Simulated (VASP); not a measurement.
# RbTaTl2 (P6_3/mmc) in VASP: a series of runs, part 2 of 2

VASP 6.6.1.

## Step 3: Single point, PBE

This run uses another cell than the first one, of 27.17 Å³/atom.

File INCAR:

```
SYSTEM = RbTaTl2
  PREC = Accurate
  ENCUT = 520
  EDIFF = 1E-6
  ISMEAR = 0
  SIGMA = 0.1
  LREAL = .FALSE.
  LASPH = .TRUE.
  NELM = 60
  ALGO = Fast
  ISIF = 2
  LWAVE = .FALSE.
  LCHARG = .FALSE.
  GGA = PE
  NBANDS = 56
```

File KPOINTS:

```
Automatic mesh
0
G
  6 6 1
  0 0 0
```

File POSCAR:

```
RbTaTl2
1.0
    3.8275015863      0.0000000000      0.0000000000
   -1.9137507931      3.3147136067      0.0000000000
    0.0000000000      0.0000000000     17.1300770296
Rb Ta Tl
2 2 4
Direct
    0.0000000000      0.0000000000      0.5000000000
    0.0000000000      0.0000000000      0.0000000000
    0.3333333333      0.6666666667      0.7500000000
    0.6666666667      0.3333333333      0.2500000000
    0.3333333333      0.6666666667      0.4140000000
    0.6666666667      0.3333333333      0.9140000000
    0.6666666667      0.3333333333      0.5860000000
    0.3333333333      0.6666666667      0.0860000000
```

Potentials or basis: VASP PAW PBE potentials, release 64 (Rb_sv, Ta_pv, Tl_d).

Command:

```
> cat potpaw_PBE.64/Rb_sv/POTCAR potpaw_PBE.64/Ta_pv/POTCAR potpaw_PBE.64/Tl_d/POTCAR > POTCAR
> mpirun -np 1 vasp_std > vasp.out
```

OUTCAR:

```text
SYSTEM = RbTaTl2
   PREC = Accurate
   ENCUT = 520
   EDIFF = 1E-6
   ISMEAR = 0
   LREAL = .FALSE.
   LASPH = .TRUE.
   NELM = 60
   ISIF = 2
   GGA = PE

 ion  position               nearest neighbor table
   1  0.000  0.000  0.500-   5 2.66   7 2.66   5 2.66   7 2.66   7 2.66   5 2.66   7 4.66   5 4.66
                             5 4.66   7 4.66   5 4.66   7 4.66
   2  0.000  0.000  0.000-   6 2.66   8 2.66   8 2.66   6 2.66   6 2.66   8 2.66   6 4.66   8 4.66
                             6 4.66   8 4.66   8 4.66   6 4.66
   3  0.333  0.667  0.750-   6 3.57   7 3.57   6 3.57   7 3.57   6 3.57   7 3.57
   4  0.667  0.333  0.250-   5 3.57   8 3.57   5 3.57   8 3.57   5 3.57   8 3.57
   5  0.333  0.667  0.414-   1 2.66   1 2.66   1 2.66   4 3.57   4 3.57   4 3.57   7 3.68   7 3.68
                             7 3.68   1 4.66   1 4.66   1 4.66
   6  0.667  0.333  0.914-   2 2.66   2 2.66   2 2.66   3 3.57   3 3.57   3 3.57   8 3.68   8 3.68
                             8 3.68   2 4.66   2 4.66   2 4.66
   7  0.667  0.333  0.586-   1 2.66   1 2.66   1 2.66   3 3.57   3 3.57   3 3.57   5 3.68   5 3.68
                             5 3.68   1 4.66   1 4.66   1 4.66
   8  0.333  0.667  0.086-   2 2.66   2 2.66   2 2.66   4 3.57   4 3.57   4 3.57   6 3.68   6 3.68
                             6 3.68   2 4.66   2 4.66   2 4.66

  LATTYP: Found a hexagonal cell.
 ALAT       =     3.8275015863
 C/A-ratio  =     4.4755244755

  Lattice vectors:

 A1 = (   3.8275015863,   0.0000000000,   0.0000000000)
 A2 = (  -1.9137507931,   3.3147136067,   0.0000000000)
 A3 = (   0.0000000000,   0.0000000000,  17.1300770296)

Analysis of symmetry for initial positions (statically):
=====================================================================
 Subroutine PRICEL returns:
 Original cell was already a primitive cell.

 Routine SETGRP: Setting up the symmetry group for a
 hexagonal supercell.

 Subroutine GETGRP returns: Found 24 space group operations
 (whereof 12 operations were pure point group operations)
 out of a pool of 24 trial point group operations.

The static configuration has the point symmetry D_3d.
[... 136 lines left out ...]
   AEXX    =    0.0000 exact exchange contribution
   IVDW    =     0    specifies the selected vdW correction
   LEPSILON=     F    determine dielectric tensor
   LRPA    =     F    only Hartree local field effects (RPA)
 non-spin polarized calculation
 RMM-DIIS sequential band-by-band and
 Gauss-broadening in eV      SIGMA  =   0.10
  energy-cutoff  :      520.00
  volume of cell :      217.33
 maximum number of plane-waves:      5919
   NGX = 15   NGY = 15   NGZ = 63

 number of electron      92.0000007 magnetization

 Free energy of the ion-electron system (eV)
  ---------------------------------------------------
  ext. energy  EPLUGINS =         0.00000000
  ---------------------------------------------------
  free energy    TOTEN  =       -13.17874493 eV

  energy without entropy =      -13.14612716  energy(sigma->0) =      -13.16243604

 E-fermi :   5.0713     XC(G=0): -10.2031

 val. band max:        4.9837947708   @ k =   0.3333   0.3333   0.0000
 cond. band min:       5.1182104098   @ k =   0.3333   0.1667   0.0000
 fundamental gap:      0.1344156390
 Fermi energy:         5.0712656991

 k-point     1 :       0.0000    0.0000    0.0000
  band No.  band energies     occupation
      1     -30.5127      2.00000
      2     -30.5126      2.00000
      3     -30.4031      2.00000
      4     -30.4031      2.00000
      5     -30.4031      2.00000
      6     -30.4031      2.00000
[... 402 lines left out ...]
     55       7.1895      0.00000
     56       7.5560      0.00000

------------------------ aborting loop because EDIFF is reached ----------------------------------------

  FORCE on cell =-STRESS in cart. coord.  units (eV):
  Direction    XX          YY          ZZ          XY          YZ          ZX
  --------------------------------------------------------------------------------------
  -------------------------------------------------------------------------------------
  Total       25.3538049     25.3538049     21.0699955      0.0000000      0.0000000      0.0000000
  in kB      186.9102078    186.9102078    155.3296340      0.0000000      0.0000000      0.0000000
  external PRESSURE =     176.3833499 kB  Pullay stress =       0.0000000 kB

 VOLUME and BASIS-vectors are now :
 -----------------------------------------------------------------------------
  energy-cutoff  :      520.00
  volume of cell :      217.33
      direct lattice vectors                 reciprocal lattice vectors
     3.827501586  0.000000000  0.000000000     0.261267037  0.150842594  0.000000000
    -1.913750793  3.314713607  0.000000000     0.000000000  0.301685189  0.000000000
     0.000000000  0.000000000 17.130077030     0.000000000  0.000000000  0.058376854

 POSITION                                       TOTAL-FORCE (eV/Angst)
 -----------------------------------------------------------------------------------
      0.00000      0.00000      8.56504        -0.000000     -0.000000      0.000000
      0.00000      0.00000      0.00000        -0.000000     -0.000000      0.000000
     -0.00000      2.20981     12.84756         0.000000      0.000000      0.000000
      1.91375      1.10490      4.28252         0.000000     -0.000000      0.000000
     -0.00000      2.20981      7.09185         0.000000     -0.000000     -6.716091
      1.91375      1.10490     15.65689        -0.000000      0.000000     -6.716091
      1.91375      1.10490     10.03823        -0.000000      0.000000      6.716091
     -0.00000      2.20981      1.47319         0.000000     -0.000000      6.716091
 -----------------------------------------------------------------------------------
    total drift:                               -0.000000      0.000000      0.000000

  FREE ENERGIE OF THE ION-ELECTRON SYSTEM (eV)
  ---------------------------------------------------
  free  energy   TOTEN  =       -13.1787449301 eV

  energy  without entropy=      -13.1461271595  energy(sigma->0) =      -13.16243604
```

OSZICAR:

```text
N       E                     dE             d eps       ncg     rms          rms(c)
DAV:   1     0.701830091455E+03    0.70183E+03   -0.49220E+04   784   0.158E+03
DAV:   2     0.192901084567E+02   -0.68254E+03   -0.66546E+03   856   0.391E+02
DAV:   3    -0.182922579850E+02   -0.37582E+02   -0.36573E+02  1016   0.751E+01
[... 12 lines left out ...]
RMM:  16    -0.131787353548E+02   -0.13891E-04   -0.14665E-04  1122   0.246E-02    0.648E-03
RMM:  17    -0.131787415429E+02   -0.61881E-05   -0.77879E-05   985   0.141E-02    0.229E-03
RMM:  18    -0.131787436469E+02   -0.21040E-05   -0.21501E-05   855   0.880E-03    0.138E-03
RMM:  19    -0.131787446550E+02   -0.10081E-05   -0.10069E-05   714   0.550E-03    0.726E-04
RMM:  20    -0.131787449301E+02   -0.27509E-06   -0.33296E-06   609   0.379E-03
   1 F= -.13178745E+02 E0= -.13162436E+02  d E =-.326178E-01
```

stdout:

```text
POSCAR found type information on POSCAR RbTaTl
 POSCAR found :  3 types and       8 ions
 scaLAPACK will be used
 LDA part: xc-table for (Slater+PW92), standard interpolation
 POSCAR, INCAR and KPOINTS ok, starting setup
 FFT: planning ... GRIDC
 FFT: planning ... GRID_SOFT
 FFT: planning ... GRID
 WAVECAR not read
 entering main loop
```

Wall time 75 s (1 thread of AMD EPYC 9R45 (Zen 5), shared host); peak memory 0.31 GiB.

Results:

- Free energy: -13.1787 eV
- Pressure: 17.6 GPa
- Largest force: 6.716 eV/Å
- Band gap on the k mesh: zero (bands 46 and 47 overlap by 0.79 eV)

Forces in eV/Å, atoms in the order of the input:
```
Rb   0.000  0.000  0.000
Rb   0.000  0.000  0.000
Ta   0.000  0.000  0.000
Ta   0.000  0.000  0.000
Tl   0.000  0.000 -6.716
Tl   0.000  0.000 -6.716
Tl   0.000  0.000  6.716
Tl   0.000  0.000  6.716
```

Levels at points of the mesh, in eV from the Fermi level:
```
           k point  band 44  band 45  band 46  band 47  band 48  band 49
(0.00, 0.00, 0.00)     0.38     0.42     0.42     0.63     1.09     1.17
(0.50, 0.00, 0.00)    -0.73    -0.61    -0.13     0.53     0.72     0.73
```

Caveat: the k points lie up to 0.37 Å⁻¹ apart, too coarse for converged energies and pressures of a metal; spin-orbit coupling is left out, which moves the levels of the heavy elements; forces of over 1 eV/Å act on the atoms, so gaps and moduli don't describe the material at rest.

## Step 4: Relaxation of cell and atoms, PBE

This run uses another cell than the first one, of 27.17 Å³/atom.

File INCAR:

```
SYSTEM = RbTaTl2
PREC     = Accurate       ! precision mode
ENCUT    = 600            ! plane-wave cutoff, eV
EDIFF    = 1E-7           ! SCF threshold, eV
ISMEAR   = 0              ! smearing method
SIGMA    = 0.1            ! smearing width, eV
LREAL    = .False.        ! projectors in reciprocal space
LASPH    = .True.         ! aspherical terms in the spheres
NELM     = 80             ! most SCF steps
ALGO     = Fast           ! electronic algorithm
ISIF     = 3              ! what is computed and relaxed
LWAVE    = .False.        ! write WAVECAR
LCHARG   = .False.        ! write CHGCAR
GGA      = PE             ! functional
IBRION   = 2              ! ionic algorithm
NSW      = 90             ! ionic steps
EDIFFG   = -0.04          ! ionic threshold
```

File KPOINTS:

```
regular mesh
0
Gamma
  6 6 1
  0 0 0
```

POSCAR is that of step 3.

Command:

```
> cat potpaw_PBE.64/Rb_sv/POTCAR potpaw_PBE.64/Ta_pv/POTCAR potpaw_PBE.64/Tl_d/POTCAR > POTCAR
> mpirun -np 1 vasp_std > vasp.out
```

Run time: 48 min. Hardware: 1 thread of AMD EPYC 9R45 (Zen 5), shared host; peak memory 0.44 GiB.

Results (log left out):

```yaml
Free_energy: -29.8680 eV
Relaxed_volume: 26.86 Å³/atom
Relaxed_cell: a = 3.330 Å, b = 3.330 Å, c = 22.376 Å, α = 90.00°, β = 90.00°, γ = 120.00°
Space_group_after_relaxing_to_0.1_Å: P6_3/mmc (No. 194)
Pressure_after_relaxing: 0.0 GPa
Largest_force_after_relaxing: 0.023 eV/Å
Band_gap_on_the_k_mesh: zero (bands 46 and 47 overlap by 0.72 eV)
```

Forces on the atoms (eV/Å):
```
Rb   0.000  0.000  0.000
Rb   0.000  0.000  0.000
Ta   0.000  0.000  0.000
Ta   0.000  0.000  0.000
Tl   0.000  0.000  0.023
Tl   0.000  0.000  0.023
Tl   0.000  0.000 -0.023
Tl   0.000  0.000 -0.023
```

Final structure:
```yaml
crystal:
  lattice:
    - [3.32979, 0.00000, 0.00000]
    - [-1.66490, 2.88369, 0.00000]
    - [0.00000, 0.00000, 22.37556]
  atoms:
    - { symbol: Rb, position: [0.00000, 0.00000, 0.50000] }
    - { symbol: Rb, position: [0.00000, 0.00000, 0.00000] }
    - { symbol: Ta, position: [0.33333, 0.66667, 0.75000] }
    - { symbol: Ta, position: [0.66667, 0.33333, 0.25000] }
    - { symbol: Tl, position: [0.33333, 0.66667, 0.35966] }
    - { symbol: Tl, position: [0.66667, 0.33333, 0.85966] }
    - { symbol: Tl, position: [0.66667, 0.33333, 0.64034] }
    - { symbol: Tl, position: [0.33333, 0.66667, 0.14034] }
```

Levels at points of the mesh, in eV from the Fermi level:
```tsv
k point	band 43	band 44	band 45	band 46	band 47	band 48
(0.00, 0.00, 0.00)	-0.89	-0.68	0.60	0.60	0.60	0.60
(0.50, 0.00, 0.00)	-1.65	-1.51	-0.67	-0.10	-0.03	0.65
```

Caveat: the k points lie up to 0.36 Å⁻¹ apart in the final cell, too coarse for converged energies and pressures of a metal; a cell axis changed by over 15 % at a fixed basis, so the end point is rough; spin-orbit coupling is left out, which moves the levels of the heavy elements.

## Step 5: Single point, PBE

This run uses another cell than the first one, of 26.68 Å³/atom.

File INCAR:

```
  PREC = Accurate
  ENCUT = 520
  EDIFF = 1E-6
  ISMEAR = 0
  SIGMA = 0.1
  LREAL = False
  LASPH = True
  NELM = 80
  ALGO = Fast
  ISIF = 2
  LWAVE = False
  LCHARG = True
  GGA = PE
  LELF = True
  LVHAR = True
  NBANDS = 56
```

File KPOINTS:

```
Automatic mesh
0
Gamma
  12 12 2
```

File POSCAR:

```
RbTaTl2
1.0
    3.3093822235      0.0000000000      0.0000000000
   -1.6546911118      2.8660090764      0.0000000000
    0.0000000000      0.0000000000     22.5042033739
Rb Ta Tl
2 2 4
Direct
    0.0000000000      0.0000000000      0.5000000000
    0.0000000000      0.0000000000      0.0000000000
    0.3333333333      0.6666666667      0.7500000000
    0.6666666667      0.3333333333      0.2500000000
    0.3333333333      0.6666666667      0.3601216628
    0.6666666667      0.3333333333      0.8601216628
    0.6666666667      0.3333333333      0.6398783372
    0.3333333333      0.6666666667      0.1398783372
```

Potentials or basis: VASP PAW PBE potentials, release 64 (Rb_sv, Ta_pv, Tl_d).

Command:

```
> cat potpaw_PBE.64/Rb_sv/POTCAR potpaw_PBE.64/Ta_pv/POTCAR potpaw_PBE.64/Tl_d/POTCAR > POTCAR
> mpirun -np 1 vasp_std > vasp.out
```

OUTCAR:

```text
PREC = Accurate
   ENCUT = 520
   EDIFF = 1E-6
   ISMEAR = 0
   LREAL = False
   LASPH = True
   NELM = 80
   ISIF = 2
   GGA = PE

 ion  position               nearest neighbor table
   1  0.000  0.000  0.500-   5 3.68   7 3.68   7 3.68   5 3.68   7 3.68   5 3.68   5 4.95   7 4.95
                             5 4.95   7 4.95   5 4.95   7 4.95
   2  0.000  0.000  0.000-   6 3.68   8 3.68   6 3.68   8 3.68   6 3.68   8 3.68   8 4.95   6 4.95
                             6 4.95   8 4.95   8 4.95   6 4.95
   3  0.333  0.667  0.750-   6 3.13   7 3.13   6 3.13   7 3.13   6 3.13   7 3.13
   4  0.667  0.333  0.250-   5 3.13   8 3.13   5 3.13   8 3.13   5 3.13   8 3.13
   5  0.333  0.667  0.360-   4 3.13   4 3.13   4 3.13   1 3.68   1 3.68   1 3.68   1 4.95   1 4.95
                             1 4.95
   6  0.667  0.333  0.860-   3 3.13   3 3.13   3 3.13   2 3.68   2 3.68   2 3.68   2 4.95   2 4.95
                             2 4.95
   7  0.667  0.333  0.640-   3 3.13   3 3.13   3 3.13   1 3.68   1 3.68   1 3.68   1 4.95   1 4.95
                             1 4.95
   8  0.333  0.667  0.140-   4 3.13   4 3.13   4 3.13   2 3.68   2 3.68   2 3.68   2 4.95   2 4.95
[... 211 lines left out ...]
      1     -29.3630      2.00000
      2     -29.3630      2.00000
      3     -29.0642      2.00000
      4     -29.0642      2.00000
      5     -29.0642      2.00000
      6     -29.0642      2.00000
[... 1405 lines left out ...]
     55       8.2785      0.00000
     56       8.5711      0.00000

 [... further k-points ...]

------------------------ aborting loop because EDIFF is reached ----------------------------------------

  FORCE on cell =-STRESS in cart. coord.  units (eV):
  Direction    XX          YY          ZZ          XY          YZ          ZX
  --------------------------------------------------------------------------------------
  -------------------------------------------------------------------------------------
  Total        0.0407024      0.0407024     -0.0587374     -0.0000000      0.0000000      0.0000000
  in kB        0.3055222      0.3055222     -0.4408970     -0.0000000      0.0000000      0.0000000
  external PRESSURE =       0.0567158 kB  Pullay stress =       0.0000000 kB

 VOLUME and BASIS-vectors are now :
 -----------------------------------------------------------------------------
  energy-cutoff  :      520.00
  volume of cell :      213.45
      direct lattice vectors                 reciprocal lattice vectors
     3.309382224  0.000000000  0.000000000     0.302171201  0.174458624  0.000000000
    -1.654691112  2.866009076  0.000000000     0.000000000  0.348917248  0.000000000
     0.000000000  0.000000000 22.504203374     0.000000000  0.000000000  0.044436143

 POSITION                                       TOTAL-FORCE (eV/Angst)
 -----------------------------------------------------------------------------------
      0.00000      0.00000     11.25210        -0.000000      0.000000     -0.000000
      0.00000      0.00000      0.00000         0.000000      0.000000     -0.000000
     -0.00000      1.91067     16.87815         0.000000      0.000000     -0.000000
      1.65469      0.95534      5.62605        -0.000000     -0.000000     -0.000000
     -0.00000      1.91067      8.10425         0.000000      0.000000     -0.000569
      1.65469      0.95534     19.35635        -0.000000     -0.000000     -0.000569
      1.65469      0.95534     14.39995        -0.000000     -0.000000      0.000569
     -0.00000      1.91067      3.14785         0.000000      0.000000      0.000569
 -----------------------------------------------------------------------------------
    total drift:                                0.000000      0.000000      0.000000

  FREE ENERGIE OF THE ION-ELECTRON SYSTEM (eV)
  ---------------------------------------------------
  free  energy   TOTEN  =       -29.8956037866 eV

  energy  without entropy=      -29.8548892203  energy(sigma->0) =      -29.87524650
```

OSZICAR:

```text
N       E                     dE             d eps       ncg     rms          rms(c)
DAV:   1     0.676609495801E+03    0.67661E+03   -0.48627E+04  4256   0.158E+03
DAV:   2     0.235031384856E+01   -0.67426E+03   -0.65829E+03  4656   0.390E+02
DAV:   3    -0.309036426840E+02   -0.33254E+02   -0.32472E+02  5600   0.729E+01
DAV:   4    -0.319013573780E+02   -0.99771E+00   -0.99080E+00  6080   0.934E+00
DAV:   5    -0.319395748843E+02   -0.38218E-01   -0.38203E-01  5480   0.144E+00    0.146E+01
RMM:   6    -0.303855232469E+02    0.15541E+01   -0.40344E+00  4690   0.614E+00    0.715E+00
RMM:   7    -0.300136042738E+02    0.37192E+00   -0.16924E+00  4769   0.431E+00    0.404E+00
RMM:   8    -0.299049997814E+02    0.10860E+00   -0.10009E+00  5260   0.239E+00    0.172E+00
RMM:   9    -0.298975975601E+02    0.74022E-02   -0.14375E-01  4788   0.125E+00    0.594E-01
RMM:  10    -0.298950186656E+02    0.25789E-02   -0.41989E-02  5665   0.540E-01    0.156E-01
RMM:  11    -0.298954272970E+02   -0.40863E-03   -0.65319E-03  5858   0.194E-01    0.659E-02
RMM:  12    -0.298955583167E+02   -0.13102E-03   -0.17052E-03  6254   0.947E-02    0.374E-02
RMM:  13    -0.298955736907E+02   -0.15374E-04   -0.46170E-04  6346   0.551E-02    0.112E-02
RMM:  14    -0.298955939357E+02   -0.20245E-04   -0.19596E-04  6690   0.290E-02    0.490E-03
RMM:  15    -0.298955999824E+02   -0.60467E-05   -0.54603E-05  6074   0.168E-02    0.332E-03
RMM:  16    -0.298956024332E+02   -0.24508E-05   -0.23517E-05  5178   0.109E-02    0.309E-03
RMM:  17    -0.298956034530E+02   -0.10199E-05   -0.90233E-06  4394   0.715E-03    0.784E-04
RMM:  18    -0.298956037866E+02   -0.33359E-06   -0.38046E-06  3533   0.438E-03
   1 F= -.29895604E+02 E0= -.29875247E+02  d E =-.407146E-01
```

Wall time 6.4 min (1 thread of AMD EPYC 9R45 (Zen 5), shared host); peak memory 0.57 GiB.

Results:

```
Free energy            : -29.8956 eV
Pressure               : 0.0 GPa
Band gap on the k mesh : zero (bands 46 and 47 overlap by 0.89 eV)
```

Levels at points of the mesh, in eV from the Fermi level:
| k point | band 44 | band 45 | band 46 | band 47 | band 48 | band 49 |
| --- | --- | --- | --- | --- | --- | --- |
| (0.00, 0.00, 0.00) | -0.80 | 0.56 | 0.62 | 0.62 | 0.62 | 0.62 |
| (0.50, 0.00, 0.00) | -1.58 | -0.77 | -0.18 | -0.13 | 0.59 | 0.76 |
| (0.00, 0.00, 0.50) | -0.88 | 0.62 | 0.62 | 0.62 | 0.62 | 0.69 |
| (0.50, 0.00, 0.50) | -1.64 | -0.58 | -0.58 | 0.30 | 0.30 | 0.88 |

Caveat: spin-orbit coupling is left out, which moves the levels of the heavy elements.

## Step 6: Overview

| task | cell | k mesh | cutoff (eV) | gap on the mesh (eV) | pressure (GPa) | largest force (eV/Å) |
| --- | --- | --- | --- | --- | --- | --- |
| single point | a = 3.323, b = 3.323, c = 22.410 Å, angles 90.0, 90.0, 120.0°, 8 atoms, atomic positions A | 6 × 6 × 1 | 520 | none | 0.0 | - |
| single point | a = 3.828, b = 3.828, c = 17.130 Å, angles 90.0, 90.0, 120.0°, 8 atoms, atomic positions B | 6 × 6 × 1 | 520 | none | 17.6 | 6.72 |
| relaxation of cell and atoms | relaxed from a = 3.828, b = 3.828, c = 17.130 Å, angles 90.0, 90.0, 120.0°, 8 atoms, atomic positions B | 6 × 6 × 1 | 600 | none | 0.0 | 0.02 |
| single point | a = 3.309, b = 3.309, c = 22.504 Å, angles 90.0, 90.0, 120.0°, 8 atoms, atomic positions C | 12 × 12 × 2 | 520 | none | 0.0 | - |

Alike in all rows: level PBE; potentials or basis VASP PAW PBE potentials, release 64 (Rb_sv, Ta_pv, Tl_d); no spin polarisation; smearing gaussian 0.1 eV.

Caveats: some runs use coarse meshes; spin-orbit coupling is left out, which moves the levels of the heavy elements; forces of over 1 eV/Å act on the atoms, so gaps and moduli don't describe the material at rest (at least some runs); a cell axis changed by over 15 % at a fixed basis, so the end point is rough (at least some runs).

Absolute energies hang on the potentials; compare differences alone.

The gap in the log of VASP goes by the Fermi energy; the results here count the filled bands.